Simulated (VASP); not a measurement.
# NaF (P6_3/mmc) in VASP: a series of runs

The runs below take NaF through single point, with r2SCAN.

Everything below comes from runs of VASP 6.6.1. Logs are shortened: lines on timing, memory, paths and dates and some standing lists are left out, and cuts for length are marked.

## (1) The cell of the first run

The structure is hexagonal, space group P6_3/mmc (No. 194). The conventional cell has a = 4.093 Å, b = 4.093 Å, c = 4.469 Å, α = 90.00°, β = 90.00°, γ = 120.00°. Within 3.0 Å of Na (site symmetry -6m2) lie 5 F at 2.23 to 2.36 Å. Within 3.0 Å of F (site symmetry -6m2) lie 5 Na at 2.23 to 2.36 Å.

## (2) Single point, r2SCAN (epitaxial xy strain +5.8%)

Input file POSCAR:

```
NaF
1.0
    4.0927992171      0.0000000000      0.0000000000
   -2.0463996086      3.5444680946      0.0000000000
    0.0000000000      0.0000000000      4.4694480642
Na F
2 2
Direct
    0.3333333333      0.6666666667     -0.0625000000
    0.6666666667      0.3333333333      0.4375000000
    0.3333333333      0.6666666667      0.4375000000
    0.6666666667      0.3333333333      0.9375000000
```

Input file INCAR.step1:

```
SYSTEM = NaF
ALGO     = Normal         ! electronic algorithm
EDIFF    = 1E-4           ! SCF threshold, eV
ENCUT    = 520            ! plane-wave cutoff, eV
GGA      = PE             ! functional
ISMEAR   = 0              ! smearing method
LASPH    = .TRUE.         ! aspherical terms in the spheres
LCHARG   = .FALSE.        ! write CHGCAR
LREAL    = .FALSE.        ! projectors in reciprocal space
LWAVE    = .TRUE.         ! write WAVECAR
NBANDS   = 22             ! bands
NELM     = 100            ! most SCF steps
PREC     = Accurate       ! precision mode
SIGMA    = 0.01           ! smearing width, eV
```

Input file INCAR.step2:

```
SYSTEM = NaF
ALGO     = Normal         ! electronic algorithm
EDIFF    = 1E-7           ! SCF threshold, eV
ENCUT    = 520            ! plane-wave cutoff, eV
ISIF     = 2              ! what is computed and relaxed
ISMEAR   = 0              ! smearing method
ISTART   = 1            
LASPH    = .TRUE.         ! aspherical terms in the spheres
LCHARG   = .FALSE.        ! write CHGCAR
LMIXTAU  = .TRUE.       
LREAL    = .FALSE.        ! projectors in reciprocal space
LWAVE    = .FALSE.        ! write WAVECAR
METAGGA  = R2SCAN         ! meta-GGA
NBANDS   = 22             ! bands
NELM     = 100            ! most SCF steps
PREC     = Accurate       ! precision mode
SIGMA    = 0.01           ! smearing width, eV
```

Input file KPOINTS:

```
k-points
0
G
  12 12 6
  0 0 0
```

Potentials or basis: VASP PAW PBE potentials, release 64 (Na_pv, F).

On the command line:

```sh
$ cat potpaw_PBE.64/Na_pv/POTCAR potpaw_PBE.64/F/POTCAR > POTCAR
$ cp INCAR.step1 INCAR
$ mpirun -np 1 vasp_std > vasp.out
$ cp INCAR.step2 INCAR
$ mpirun -np 1 vasp_std > vasp.out
```

OUTCAR:

```text
SYSTEM = NaF
   EDIFF = 1E-7
   ENCUT = 520
   ISIF = 2
   ISMEAR = 0
   ISTART = 1
   LASPH = .TRUE.
   LREAL = .FALSE.
   METAGGA = R2SCAN
   NELM = 100
   PREC = Accurate

 ion  position               nearest neighbor table
   1  0.333  0.667  0.938-   3 2.23   3 2.23
   2  0.667  0.333  0.438-   4 2.23   4 2.23
   3  0.333  0.667  0.438-   1 2.23   1 2.23
   4  0.667  0.333  0.938-   2 2.23   2 2.23

  LATTYP: Found a hexagonal cell.
 ALAT       =     4.0927992171
 C/A-ratio  =     1.0920271988

  Lattice vectors:

 A1 = (   4.0927992171,   0.0000000000,   0.0000000000)
 A2 = (  -2.0463996086,   3.5444680946,   0.0000000000)
 A3 = (   0.0000000000,   0.0000000000,   4.4694480642)

Analysis of symmetry for initial positions (statically):
=====================================================================
 Subroutine PRICEL returns:
 Original cell was already a primitive cell.

 Routine SETGRP: Setting up the symmetry group for a
 hexagonal supercell.

 Subroutine GETGRP returns: Found 24 space group operations
 (whereof  6 operations were pure point group operations)
 out of a pool of 24 trial point group operations.

The static configuration has the point symmetry C_3v.
 The point group associated with its full space group is D_6h.

Analysis of symmetry for dynamics (positions and initial velocities):
=====================================================================
 Subroutine PRICEL returns:
 Original cell was already a primitive cell.

 Routine SETGRP: Setting up the symmetry group for a
 hexagonal supercell.

 Subroutine GETGRP returns: Found 24 space group operations
 (whereof  6 operations were pure point group operations)
 out of a pool of 24 trial point group operations.

The dynamic configuration has the point symmetry C_3v.
 The point group associated with its full space group is D_6h.

 Subroutine INISYM returns: Found 24 space group operations
 (whereof  6 operations are pure point group operations),
 and found     1 'primitive' translations

----------------------------------------------------------------------------------------

                                     Primitive cell

  volume of cell :      64.8374

  direct lattice vectors                    reciprocal lattice vectors
     4.092799217  0.000000000  0.000000000     0.244331556  0.141064889  0.000000000
    -2.046399609  3.544468095  0.000000000     0.000000000  0.282129779  0.000000000
     0.000000000  0.000000000  4.469448064     0.000000000  0.000000000  0.223741273

  length of vectors
     4.092799217  4.092799217  4.469448064     0.282129779  0.282129779  0.223741273

  position of ions in fractional coordinates (direct lattice)
     0.333333333  0.666666667  0.937500000
     0.666666667  0.333333333  0.437500000
     0.333333333  0.666666667  0.437500000
     0.666666667  0.333333333  0.937500000

  ion indices of the primitive-cell ions
   primitive index   ion index
                 1           1
                 2           2
                 3           3
                 4           4

----------------------------------------------------------------------------------------

 KPOINTS: k-points

Automatic generation of k-mesh.
 Grid dimensions read from file:
 generate k-points for:   12   12    6

 Generating k-lattice:

  Cartesian coordinates                     Fractional coordinates (reciprocal lattice)
     0.020360963  0.011755407  0.000000000     0.083333333  0.000000000  0.000000000
     0.000000000  0.023510815  0.000000000     0.000000000  0.083333333  0.000000000
     0.000000000  0.000000000  0.037290212     0.000000000  0.000000000  0.166666667

  Length of vectors
     0.023510815  0.023510815  0.037290212

  Shift w.r.t. Gamma in fractional coordinates (k-lattice)
     0.000000000  0.000000000  0.000000000

 Subroutine IBZKPT returns following result:
 ===========================================

 Found     76 irreducible k-points:

 Following reciprocal coordinates:
            Coordinates               Weight
  0.000000  0.000000  0.000000      1.000000
  0.083333  0.000000  0.000000      6.000000
  0.166667  0.000000  0.000000      6.000000
  0.250000  0.000000  0.000000      6.000000
  0.333333  0.000000  0.000000      6.000000
  0.416667  0.000000  0.000000      6.000000
[... 16 lines left out ...]
  0.250000  0.000000  0.166667     12.000000
  0.333333  0.000000  0.166667     12.000000
 [... further k-points ...]
   k-points           NKPTS =     76   k-points in BZ     NKDIM =     76   number of bands    NBANDS=     22
   number of dos      NEDOS =    301   number of ions     NIONS =      4
   total plane-waves  NPLWV =  32400
   dimension x,y,z NGX =    30 NGY =   30 NGZ =   36
   dimension x,y,z NGXF=    60 NGYF=   60 NGZF=   72
   ions per type =               2   2
   NGX,Y,Z   is equivalent  to a cutoff of  12.19, 12.19, 13.39 a.u.
   NGXF,Y,Z  is equivalent  to a cutoff of  24.37, 24.37, 26.78 a.u.
 SYSTEM =  NaF
   PREC   = accura    normal or accurate (medium, high low for compatibility)
   ISTART =      1    job   : 0-new  1-cont  2-samecut
   ICHARG =      0    charge: 1-file 2-atom 10-const
   ISPIN  =      1    spin polarized calculation?
   LNONCOLLINEAR =      F non collinear calculations
   LSORBIT =      F    spin-orbit coupling
   LASPH  =      T    aspherical Exc in radial PAW
   ENCUT  =  520.0 eV  38.22 Ry    6.18 a.u.   7.61  7.61  8.31*2*pi/ulx,y,z
   NELM   =    100;   NELMIN=  2; NELMDL=  0     # of ELM steps
   EDIFF  = 0.1E-06   stopping-criterion for ELM
   LREAL  =      F    real-space projection
   EDIFFG = 0.1E-05   stopping-criterion for IOM
   NSW    =      0    number of steps for IOM
   IBRION =     -1    ionic relax: 0-MD 1-quasi-New 2-CG
   NFREE  =      0    steps in history (QN), initial steepest desc. (CG)
   ISIF   =      2    stress and relaxation
   ISYM   =      2    0-nonsym 1-usesym 2-fastsym
   POTIM  = 0.5000    time-step for ionic-motion
   TEBEG  =    0.0;   TEEND  =   0.0 temperature during run
   PSTRESS=    0.0 pullay stress
   NELECT =      28.0000    total number of electrons
   NUPDOWN=      -1.0000    fix difference up-down
   EMIN   =  10.00;   EMAX   =-10.00  energy-range for DOS
   EFERMI =   0.00;   METHOD = LEGACY
   ISMEAR =     0;   SIGMA  =   0.01  broadening in eV -4-tet -1-fermi 0-gaus
   EFERMI_NEDOS =   21; number of points for ismear=-14 and -15
   IALGO  =     38    algorithm
   IMIX   =      4    mixing-type and parameters
     AMIX     =   0.40;   BMIX     =  1.00
     AMIX_MAG =   1.60;   BMIX_MAG =  1.00
  volume/ion in A,a.u.               =      16.21       109.39
  Fermi-wavevector in a.u.,A,eV,Ry     =   1.237425  2.338395 20.833536  1.531222
  Thomas-Fermi vector in A             =   2.371993
   LORBIT       =      0    0 simple, 1 ext, 2 COOP (PROOUT), +10 PAW based schemes
   METAGGA = R2SCAN    functional components
   LHFCALC =     F    Hartree Fock is set to
   AEXX    =    0.0000 exact exchange contribution
   IVDW    =     0    specifies the selected vdW correction
   LEPSILON=     F    determine dielectric tensor
   LRPA    =     F    only Hartree local field effects (RPA)
 non-spin polarized calculation
 Gauss-broadening in eV      SIGMA  =   0.01
  energy-cutoff  :      520.00
  volume of cell :       64.84
 maximum number of plane-waves:      1770
   NGX = 15   NGY = 15   NGZ = 17

 number of electron      28.0000026 magnetization

 Free energy of the ion-electron system (eV)
  ---------------------------------------------------
  ext. energy  EPLUGINS =         0.00000000
  ---------------------------------------------------
  free energy    TOTEN  =       -24.83832078 eV

  energy without entropy =      -24.83832078  energy(sigma->0) =      -24.83832078

 E-fermi :  -3.6275     XC(G=0):  -8.2198

 val. band max:       -3.7276021646   @ k =   0.0000   0.0000   0.0000
 cond. band min:       2.3508321274   @ k =   0.0000   0.0000   0.0000
 fundamental gap:      6.0784342920
 Fermi energy:        -3.6274857554

 k-point     1 :       0.0000    0.0000    0.0000
  band No.  band energies     occupation
      1     -23.8463      2.00000
      2     -23.6578      2.00000
      3     -23.5764      2.00000
      4     -23.5739      2.00000
      5     -23.5736      2.00000
      6     -23.5308      2.00000
[... 14 lines left out ...]
     21      14.2764      0.00000
     22      14.5456      0.00000

 k-point     2 :       0.0833    0.0000    0.0000
  band No.  band energies     occupation
      1     -23.8755      2.00000
      2     -23.7306      2.00000
      3     -23.5749      2.00000
      4     -23.5747      2.00000
      5     -23.5305      2.00000
      6     -23.5023      2.00000
[... 14 lines left out ...]
     21      14.4023      0.00000
     22      14.7685      0.00000

 k-point     3 :       0.1667    0.0000    0.0000
  band No.  band energies     occupation
      1     -23.9353      2.00000
      2     -23.8278      2.00000
      3     -23.5770      2.00000
      4     -23.5704      2.00000
      5     -23.5297      2.00000
      6     -23.4852      2.00000
[... 14 lines left out ...]
     21      14.1191      0.00000
     22      14.2354      0.00000
[... 476 lines left out ...]
 k-point    23 :       0.2500    0.0000    0.1667
  band No.  band energies     occupation
      1     -24.0950      2.00000
      2     -24.0394      2.00000
      3     -23.5765      2.00000
      4     -23.5499      2.00000
      5     -23.5321      2.00000
      6     -23.5041      2.00000
[... 14 lines left out ...]
     21      13.4264      0.00000
     22      13.4974      0.00000

 k-point    24 :       0.3333    0.0000    0.1667
  band No.  band energies     occupation
      1     -24.1321      2.00000
      2     -24.0912      2.00000
      3     -23.5791      2.00000
      4     -23.5412      2.00000
      5     -23.5316      2.00000
      6     -23.5015      2.00000
[... 14 lines left out ...]
     21      13.1188      0.00000
     22      13.1549      0.00000

 [... further k-points ...]

------------------------ aborting loop because EDIFF is reached ----------------------------------------

  FORCE on cell =-STRESS in cart. coord.  units (eV):
  Direction    XX          YY          ZZ          XY          YZ          ZX
  --------------------------------------------------------------------------------------
  -------------------------------------------------------------------------------------
  Total       -1.6971773     -1.6971773     -0.2109124      0.0000000      0.0000000      0.0000000
  in kB      -41.9384527    -41.9384527     -5.2117956      0.0000000      0.0000000      0.0000000
  external PRESSURE =     -29.6962337 kB  Pullay stress =       0.0000000 kB

 VOLUME and BASIS-vectors are now :
 -----------------------------------------------------------------------------
  energy-cutoff  :      520.00
  volume of cell :       64.84
      direct lattice vectors                 reciprocal lattice vectors
     4.092799217  0.000000000  0.000000000     0.244331556  0.141064889  0.000000000
    -2.046399609  3.544468095  0.000000000     0.000000000  0.282129779  0.000000000
     0.000000000  0.000000000  4.469448064     0.000000000  0.000000000  0.223741273

 POSITION                                       TOTAL-FORCE (eV/Angst)
 -----------------------------------------------------------------------------------
     -0.00000      2.36298      4.19011         0.000000      0.000000     -0.000000
      2.04640      1.18149      1.95538        -0.000000     -0.000000     -0.000000
     -0.00000      2.36298      1.95538         0.000000     -0.000000      0.000000
      2.04640      1.18149      4.19011        -0.000000     -0.000000      0.000000
 -----------------------------------------------------------------------------------
    total drift:                               -0.000000      0.000000      0.000000

  FREE ENERGIE OF THE ION-ELECTRON SYSTEM (eV)
  ---------------------------------------------------
  free  energy   TOTEN  =       -24.8383207782 eV

  energy  without entropy=      -24.8383207782  energy(sigma->0) =      -24.83832078
```

Run time: 6.8 min. Hardware: 1 thread of Oxide Virtual Turin-like, shared host; peak memory 0.19 GiB.

Results:

- Free energy: -24.8383 eV
- Pressure: -3.0 GPa
- Band gap on the k mesh: 6.08 eV, direct

Stress tensor (GPa, compression positive):
```
-4.19  0.00  0.00
 0.00 -4.19  0.00
 0.00  0.00 -0.52
```

Levels at points of the mesh, in eV from the valence-band top:
```
           k point  band 12  band 13  band 14  band 15  band 16  band 17
(0.00, 0.00, 0.00)    -0.22    -0.22     0.00     6.08    13.62    13.72
(0.50, 0.00, 0.00)    -0.45    -0.30    -0.10     8.85    10.63    13.57
(0.00, 0.00, 0.50)    -0.39    -0.39    -0.39     8.39     8.39    16.33
(0.50, 0.00, 0.50)    -0.42    -0.20    -0.20    10.10    10.10    12.72
```

Caveat: the cell differs from its parent crystal (epitaxial xy strain +5.8%); the PAW data sets were made with another functional, which shifts forces and pressure a little. A k mesh can miss the band edges.

## (3) Single point, r2SCAN (biaxial xy strain +5.2%)

Input file POSCAR:

```
NaF
1.0
    4.0711380550      0.0000000000      0.0000000000
   -2.0355690275      3.5257089779      0.0000000000
    0.0000000000      0.0000000000      4.5513806530
Na F
2 2
Direct
    0.3333333333      0.6666666667     -0.0625000000
    0.6666666667      0.3333333333      0.4375000000
    0.3333333333      0.6666666667      0.4375000000
    0.6666666667      0.3333333333      0.9375000000
```

Input file INCAR.step1:

```
SYSTEM = NaF
PREC = Accurate ; ENCUT = 520
ISMEAR = 0 ; SIGMA = 0.01
LREAL = .False. ; LASPH = .True.
NELM = 100 ; NBANDS = 22
GGA = PE ; ALGO = Normal
EDIFF = 1E-4 ; LWAVE = .True.
LCHARG = .False.
```

Input file INCAR.step2:

```
SYSTEM = NaF
PREC = Accurate ; ENCUT = 520
EDIFF = 1E-6 ; ISMEAR = 0
SIGMA = 0.01 ; LREAL = .False.
LASPH = .True. ; NELM = 100
ALGO = Normal ; ISIF = 2
LWAVE = .False. ; LCHARG = .True.
METAGGA = R2SCAN ; LMIXTAU = .True.
LELF = .True. ; LVHAR = .True.
NBANDS = 22 ; ISTART = 1
```

Input file KPOINTS:

```
regular mesh
0
Gamma
  12 12 6
  0 0 0
```

Potentials or basis: VASP PAW PBE potentials, release 64 (Na_pv, F).

On the command line:

```sh
$ cat potpaw_PBE.64/Na_pv/POTCAR potpaw_PBE.64/F/POTCAR > POTCAR
$ cp INCAR.step1 INCAR
$ mpirun -np 1 vasp_std > vasp.out
$ cp INCAR.step2 INCAR
$ mpirun -np 1 vasp_std > vasp.out
```

Run time: 6.1 min. Hardware: 1 thread of Oxide Virtual Turin-like, shared host; peak memory 0.19 GiB.

The run converged. Its results:

- Free energy: -24.8459 eV
- Pressure: -3.5 GPa
- Band gap on the k mesh: 6.05 eV, direct

Stress tensor (GPa, compression positive):
```
-4.17  0.00  0.00
 0.00 -4.17  0.00
 0.00  0.00 -2.29
```

Levels at points of the mesh, in eV from the valence-band top:
```tsv
k point	band 10	band 11	band 12	band 13	band 14	band 15	band 16	band 17	band 18	band 19
(0.00, 0.00, 0.00)	-0.53	-0.53	-0.22	-0.22	0.00	6.05	13.41	13.44	15.35	15.35
(0.50, 0.00, 0.00)	-0.67	-0.59	-0.46	-0.30	-0.11	8.87	10.60	13.36	15.29	15.33
(0.00, 0.00, 0.50)	-0.72	-0.39	-0.39	-0.39	-0.39	8.31	8.31	16.39	16.39	16.39
(0.50, 0.00, 0.50)	-1.10	-0.41	-0.41	-0.20	-0.20	10.06	10.06	12.65	12.65	15.84
```

Caveat: the cell differs from its parent crystal (biaxial xy strain +5.2%); the PAW data sets were made with another functional, which shifts forces and pressure a little. A k mesh can miss the band edges.
